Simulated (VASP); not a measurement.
# BeI in VASP: notebook

BeI is run at these levels: PBE; tasks: relaxation of cell and atoms, single point.

All numbers are computed with VASP 6.6.1; they aren't measurements. Logs are shortened: lines on timing, memory, paths and dates and some standing lists are left out, and cuts for length are marked.

**1. The cell of the first run**

It takes space group R-3m (No. 166, trigonal). Conventional cell: a = 4.888 Å, b = 4.888 Å, c = 12.080 Å, α = 90.00°, β = 90.00°, γ = 120.00°. Be (site symmetry -3m) has 6 I at 3.47 Å within 4.6 Å. I (site symmetry -3m) has 6 Be at 3.47 Å within 4.6 Å.

**2. Relaxation of cell and atoms, PBE**

INCAR reads:

```
SYSTEM = BeI
ALGO = Normal
EDIFF = 1E-6
EDIFFG = -0.04
ENCUT = 600
GGA = PE
IBRION = 2
ISIF = 3
ISMEAR = 0
LASPH = .True.
LCHARG = .False.
LREAL = .False.
LWAVE = .False.
NELM = 60
NSW = 90
PREC = Accurate
SIGMA = 0.1
```

KPOINTS reads:

```
k-points
0
Gamma
  6 6 6
  0 0 0
```

POSCAR reads:

```
BeI
1.0
    2.4440369700      1.4110654000      4.0267699600
   -2.4440369700      1.4110654000      4.0267699600
    0.0000000000     -2.8221308000      4.0267699600
Be I
1 1
Direct
    0.5000000000      0.5000000000      0.5000000000
    0.0000000000      0.0000000000      0.0000000000
```

Potentials or basis: VASP PAW PBE potentials, release 64 (Be, I).

The run is started by

```bash
$ cat potpaw_PBE.64/Be/POTCAR potpaw_PBE.64/I/POTCAR > POTCAR
$ mpirun -np 1 vasp_std > vasp.out
```

OUTCAR:

```text
SYSTEM = BeI
   EDIFF = 1E-6
   EDIFFG = -0.04
   ENCUT = 600
   GGA = PE
   IBRION = 2
   ISIF = 3
   ISMEAR = 0
   LASPH = .True.
   LREAL = .False.
   NELM = 60
   NSW = 90
   PREC = Accurate

 ion  position               nearest neighbor table
   1  0.500  0.500  0.500-
   2  0.000  0.000  0.000-

  LATTYP: Found a trigonal (rhomboedric) cell.
 ALAT       =     4.9172450198
 COS(alpha) =     0.5059148064

  Lattice vectors:

 A1 = (   2.4440369700,   1.4110654000,   4.0267699600)
 A2 = (  -2.4440369700,   1.4110654000,   4.0267699600)
 A3 = (   0.0000000000,  -2.8221308000,   4.0267699600)

Analysis of symmetry for initial positions (statically):
=====================================================================
 Subroutine PRICEL returns:
 Original cell was already a primitive cell.

 Routine SETGRP: Setting up the symmetry group for a
 trigonal (rhombohedral) supercell.

 Subroutine GETGRP returns: Found 12 space group operations
 (whereof 12 operations were pure point group operations)
 out of a pool of 12 trial point group operations.

The static configuration has the point symmetry D_3d.

Analysis of symmetry for dynamics (positions and initial velocities):
=====================================================================
 Subroutine PRICEL returns:
 Original cell was already a primitive cell.

 Routine SETGRP: Setting up the symmetry group for a
 trigonal (rhombohedral) supercell.

 Subroutine GETGRP returns: Found 12 space group operations
 (whereof 12 operations were pure point group operations)
 out of a pool of 12 trial point group operations.

The dynamic configuration has the point symmetry D_3d.

 Subroutine INISYM returns: Found 12 space group operations
 (whereof 12 operations are pure point group operations),
 and found     1 'primitive' translations

----------------------------------------------------------------------------------------

                                     Primitive cell

  volume of cell :      83.3226

  direct lattice vectors                    reciprocal lattice vectors
     2.444036970  1.411065400  4.026769960     0.204579557  0.118114062  0.082779333
    -2.444036970  1.411065400  4.026769960    -0.204579557  0.118114062  0.082779333
     0.000000000 -2.822130800  4.026769960     0.000000000 -0.236228125  0.082779333

  length of vectors
     4.917245020  4.917245020  4.917245018     0.250312095  0.250312095  0.250312095

  position of ions in fractional coordinates (direct lattice)
     0.500000000  0.500000000  0.500000000
     0.000000000  0.000000000  0.000000000

  ion indices of the primitive-cell ions
   primitive index   ion index
                 1           1
                 2           2

----------------------------------------------------------------------------------------

 KPOINTS: k-points

Automatic generation of k-mesh.
 Grid dimensions read from file:
 generate k-points for:    6    6    6

 Generating k-lattice:

  Cartesian coordinates                     Fractional coordinates (reciprocal lattice)
     0.034096593  0.019685677  0.013796556     0.166666667 -0.000000000  0.000000000
    -0.034096593  0.019685677  0.013796556    -0.000000000  0.166666667  0.000000000
     0.000000000 -0.039371354  0.013796556     0.000000000  0.000000000  0.166666667

  Length of vectors
     0.041718682  0.041718682  0.041718683

  Shift w.r.t. Gamma in fractional coordinates (k-lattice)
     0.000000000  0.000000000  0.000000000

 Subroutine IBZKPT returns following result:
 ===========================================

 Found     32 irreducible k-points:

 Following reciprocal coordinates:
            Coordinates               Weight
  0.000000  0.000000  0.000000      1.000000
  0.166667  0.000000 -0.000000      6.000000
  0.333333 -0.000000 -0.000000      6.000000
  0.500000 -0.000000  0.000000      3.000000
  0.166667  0.166667 -0.000000      6.000000
  0.333333  0.166667  0.000000     12.000000
[... 16 lines left out ...]
  0.500000  0.500000  0.166667      6.000000
 -0.333333  0.500000  0.166667     12.000000
 [... further k-points ...]
   k-points           NKPTS =     32   k-points in BZ     NKDIM =     32   number of bands    NBANDS=      8
   number of dos      NEDOS =    301   number of ions     NIONS =      2
   total plane-waves  NPLWV =  64000
   dimension x,y,z NGX =    40 NGY =   40 NGZ =   40
   dimension x,y,z NGXF=    80 NGYF=   80 NGZF=   80
   ions per type =               1   1
   NGX,Y,Z   is equivalent  to a cutoff of  13.52, 13.52, 13.52 a.u.
   NGXF,Y,Z  is equivalent  to a cutoff of  27.05, 27.05, 27.05 a.u.
 SYSTEM =  BeI
   PREC   = accura    normal or accurate (medium, high low for compatibility)
   ISTART =      0    job   : 0-new  1-cont  2-samecut
   ICHARG =      2    charge: 1-file 2-atom 10-const
   ISPIN  =      1    spin polarized calculation?
   LNONCOLLINEAR =      F non collinear calculations
   LSORBIT =      F    spin-orbit coupling
   LASPH  =      T    aspherical Exc in radial PAW
   ENCUT  =  600.0 eV  44.10 Ry    6.64 a.u.   9.82  9.82  9.82*2*pi/ulx,y,z
   NELM   =     60;   NELMIN=  2; NELMDL= -5     # of ELM steps
   EDIFF  = 0.1E-05   stopping-criterion for ELM
   LREAL  =      F    real-space projection
   EDIFFG = -.4E-01   stopping-criterion for IOM
   NSW    =     90    number of steps for IOM
   IBRION =      2    ionic relax: 0-MD 1-quasi-New 2-CG
   NFREE  =      1    steps in history (QN), initial steepest desc. (CG)
   ISIF   =      3    stress and relaxation
   ISYM   =      2    0-nonsym 1-usesym 2-fastsym
   POTIM  = 0.5000    time-step for ionic-motion
   TEBEG  =    0.0;   TEEND  =   0.0 temperature during run
   PSTRESS=    0.0 pullay stress
   NELECT =       9.0000    total number of electrons
   NUPDOWN=      -1.0000    fix difference up-down
   EMIN   =  10.00;   EMAX   =-10.00  energy-range for DOS
   EFERMI =   0.00;   METHOD = LEGACY
   ISMEAR =     0;   SIGMA  =   0.10  broadening in eV -4-tet -1-fermi 0-gaus
   EFERMI_NEDOS =   21; number of points for ismear=-14 and -15
   IALGO  =     38    algorithm
   IMIX   =      4    mixing-type and parameters
     AMIX     =   0.40;   BMIX     =  1.00
     AMIX_MAG =   1.60;   BMIX_MAG =  1.00
  volume/ion in A,a.u.               =      41.66       281.14
  Fermi-wavevector in a.u.,A,eV,Ry     =   0.779653  1.473330  8.270420  0.607859
  Thomas-Fermi vector in A             =   1.882802
   LORBIT       =      0    0 simple, 1 ext, 2 COOP (PROOUT), +10 PAW based schemes
   GGA     = PE    functional components
   LHFCALC =     F    Hartree Fock is set to
   AEXX    =    0.0000 exact exchange contribution
   IVDW    =     0    specifies the selected vdW correction
   LEPSILON=     F    determine dielectric tensor
   LRPA    =     F    only Hartree local field effects (RPA)
 conjugate gradient relaxation of ions
 non-spin polarized calculation
 Gauss-broadening in eV      SIGMA  =   0.10
  energy-cutoff  :      600.00
  volume of cell :       83.32
 maximum number of plane-waves:      2800
   NGX = 19   NGY = 19   NGZ = 19

--------------------------------------- Ionic step        1  -------------------------------------------

 number of electron       9.0000000 magnetization

 Free energy of the ion-electron system (eV)
  ---------------------------------------------------
  ext. energy  EPLUGINS =         0.00000000
  ---------------------------------------------------
  free energy    TOTEN  =        -2.80838021 eV

  energy without entropy =       -2.79013477  energy(sigma->0) =       -2.79925749

------------------------ aborting loop because EDIFF is reached ----------------------------------------

  FORCE on cell =-STRESS in cart. coord.  units (eV):
  Direction    XX          YY          ZZ          XY          YZ          ZX
  --------------------------------------------------------------------------------------
  -------------------------------------------------------------------------------------
  Total       -2.7484349     -2.7484349     -2.8116664      0.0000000      0.0000000      0.0000000
  in kB      -52.8485472    -52.8485470    -54.0644008      0.0000000      0.0000000      0.0000000
  external PRESSURE =     -53.2538316 kB  Pullay stress =       0.0000000 kB
[... 57 lines left out ...]
  energy  without entropy=       -3.3434474606  energy(sigma->0) =       -3.34959228

--------------------------------------- Ionic step        3  -------------------------------------------

 number of electron       9.0000000 magnetization

 E-fermi :  10.9877     XC(G=0): -10.6861

 val. band max:       10.8447006874   @ k =   0.3333   0.3333   0.1667
 cond. band min:      11.0609489757   @ k =  -0.1667   0.3333   0.1667
 fundamental gap:      0.2162482883
 Fermi energy:        10.9876838240

 k-point     1 :       0.0000    0.0000    0.0000
  band No.  band energies     occupation
      1      -6.8779      2.00000
      2       7.7238      2.00000
      3       7.7321      2.00000
      4       7.7321      2.00000
      5      12.6293      0.00000
      6      15.9203      0.00000
      7      15.9203      0.00000
      8      15.9219      0.00000
[... 243 lines left out ...]
 k-point    24 :      -0.3333    0.5000    0.1667
  band No.  band energies     occupation
      1      -4.1050      2.00000
      2       2.1101      2.00000
      3       3.6339      2.00000
      4       4.1659      2.00000
      5      10.6103      2.00000
      6      14.1161      0.00000
      7      15.0163      0.00000
      8      19.3283      0.00000

 [... further k-points ...]
[... 5 lines left out ...]
  --------------------------------------------------------------------------------------
  -------------------------------------------------------------------------------------
  Total        4.3530214      4.3530214      4.3442483      0.0000000     -0.0000000      0.0000000
  in kB      212.7270428    212.7270426    212.2983100      0.0000000     -0.0000000      0.0000000
  external PRESSURE =     212.5841318 kB  Pullay stress =       0.0000000 kB
[... 21 lines left out ...]
  energy  without entropy=       -3.4656606111  energy(sigma->0) =       -3.46783343

--------------------------------------- Ionic step        4  -------------------------------------------

 number of electron       9.0000000 magnetization

 E-fermi :   5.1979     XC(G=0):  -8.6668

 val. band max:        4.9871243751   @ k =   0.5000   0.3333   0.1667
 cond. band min:       5.2054012341   @ k =  -0.1667   0.1667   0.1667
 fundamental gap:      0.2182768591
 Fermi energy:         5.1979340083

 k-point     1 :       0.0000    0.0000    0.0000
  band No.  band energies     occupation
      1      -9.5776      2.00000
      2       2.1245      2.00000
      3       2.1627      2.00000
      4       2.1627      2.00000
      5       3.7517      2.00000
      6       9.0469      0.00000
      7       9.0469      0.00000
      8       9.0541      0.00000
[... 243 lines left out ...]
 k-point    24 :      -0.3333    0.5000    0.1667
  band No.  band energies     occupation
      1      -8.7103      2.00000
      2      -0.5788      2.00000
      3       0.2527      2.00000
      4       0.3147      2.00000
      5       4.4153      2.00000
      6       7.9326      0.00000
      7       8.9932      0.00000
      8      10.6051      0.00000

 [... further k-points ...]
[... 5 lines left out ...]
  --------------------------------------------------------------------------------------
  -------------------------------------------------------------------------------------
  Total       -1.4563540     -1.4563540     -1.4684290      0.0000000      0.0000000      0.0000000
  in kB      -43.8053852    -43.8053851    -44.1685857      0.0000000      0.0000000      0.0000000
  external PRESSURE =     -43.9264520 kB  Pullay stress =       0.0000000 kB
[... 93 lines left out ...]
  energy  without entropy=       -3.9847816898  energy(sigma->0) =       -3.99057212

--------------------------------------- Ionic step        7  -------------------------------------------

 number of electron       9.0000000 magnetization

 Free energy of the ion-electron system (eV)
  ---------------------------------------------------
  ext. energy  EPLUGINS =         0.00000000
  ---------------------------------------------------
  free energy    TOTEN  =        -4.00577765 eV

  energy without entropy =       -3.99413715  energy(sigma->0) =       -3.99995740

 E-fermi :   7.3908     XC(G=0):  -9.4820

 val. band max:        7.3520471078   @ k =   0.5000   0.5000   0.3333
 cond. band min:       7.4130795176   @ k =  -0.1667   0.1667   0.1667
 fundamental gap:      0.0610324098
 Fermi energy:         7.3908447649

 k-point     1 :       0.0000    0.0000    0.0000
  band No.  band energies     occupation
      1      -8.5277      2.00000
      2       4.1141      2.00000
      3       4.1472      2.00000
      4       4.1472      2.00000
      5       6.7832      2.00000
      6      11.6328      0.00000
      7      11.6328      0.00000
      8      11.6389      0.00000
[... 243 lines left out ...]
 k-point    24 :      -0.3333    0.5000    0.1667
  band No.  band energies     occupation
      1      -7.0596      2.00000
      2       0.3982      2.00000
      3       1.4862      2.00000
      4       1.7007      2.00000
      5       6.7101      2.00000
      6      10.5068      0.00000
      7      10.9298      0.00000
      8      13.7530      0.00000

 [... further k-points ...]
[... 5 lines left out ...]
  --------------------------------------------------------------------------------------
  -------------------------------------------------------------------------------------
  Total       -0.0451895     -0.0451895     -0.0445315     -0.0000000     -0.0000000      0.0000000
  in kB       -1.6647331     -1.6647331     -1.6404955     -0.0000000     -0.0000000      0.0000000
  external PRESSURE =      -1.6566539 kB  Pullay stress =       0.0000000 kB
[... 17 lines left out ...]
  FREE ENERGIE OF THE ION-ELECTRON SYSTEM (eV)
  ---------------------------------------------------
  free  energy   TOTEN  =        -4.0057776457 eV

  energy  without entropy=       -3.9941371532  energy(sigma->0) =       -3.99995740

 reached required accuracy - stopping structural energy minimisation
```

It took 3.4 min on 1 thread of Intel Xeon Platinum 8488C (Sapphire Rapids), shared host; peak memory 0.26 GiB.

Results:

```yaml
Free_energy: -4.0058 eV
Relaxed_volume: 21.75 Å³/atom
Relaxed_cell: a = 3.952 Å, b = 3.952 Å, c = 3.952 Å, α = 59.85°, β = 59.85°, γ = 59.85°
Space_group_after_relaxing_to_0.05_Å: Fm-3m (No. 225)
Energy_gained_by_relaxing: 598.7 meV/atom
Ionic_steps: 7
Pressure_after_relaxing: -0.2 GPa
```

The path:
```
step  energy change (eV)  largest force (eV/Å)  pressure (GPa)  volume (Å³)
   1              0.0000                0.0000           -5.33        83.32
   2             -0.5474                0.0000           -5.74        67.71
   3             -0.6616                0.0000           21.26        32.79
   4             -1.0183                0.0000           -4.39        53.27
   5             -1.1477                0.0000            4.49        39.57
   6             -1.1880                0.0000           -1.59        45.15
   7             -1.1974                0.0000           -0.17        43.49
```

Final structure:
```cif
data_structure
_symmetry_space_group_name_H-M 'P 1'
_symmetry_Int_Tables_number 1
_cell_length_a 3.9518
_cell_length_b 3.9518
_cell_length_c 3.9518
_cell_angle_alpha 59.851
_cell_angle_beta 59.851
_cell_angle_gamma 59.851
_cell_volume 43.49
loop_
_atom_site_label
_atom_site_type_symbol
_atom_site_fract_x
_atom_site_fract_y
_atom_site_fract_z
_atom_site_occupancy
Be1 Be 0.50000 0.50000 0.50000 1
I1 I 0.00000 0.00000 0.00000 1
```

Levels at points of the mesh, in eV from the Fermi level:
```csv
k point,band 1,band 2,band 3,band 4,band 5,band 6,band 7,band 8
"(0.00, 0.00, 0.00)",-15.92,-3.28,-3.24,-3.24,-0.61,4.24,4.24,4.25
"(0.50, 0.00, 0.00)",-14.85,-8.04,-3.44,-3.43,0.60,1.04,1.06,3.32
"(0.50, 0.50, 0.00)",-14.46,-7.42,-5.14,-5.11,-2.45,1.83,5.91,5.92
"(0.50, 0.50, 0.50)",-14.86,-8.04,-3.42,-3.42,0.63,1.07,1.07,3.35
```

Caveat: the volume moved by over 15 % at a fixed basis, so the end points are rough; spin-orbit coupling is left out, which moves the levels of the heavy elements; an odd number of electrons without spin polarisation forces a metal; a magnetic or distorted state may lie lower.

(Continued in part 2 of 2.)
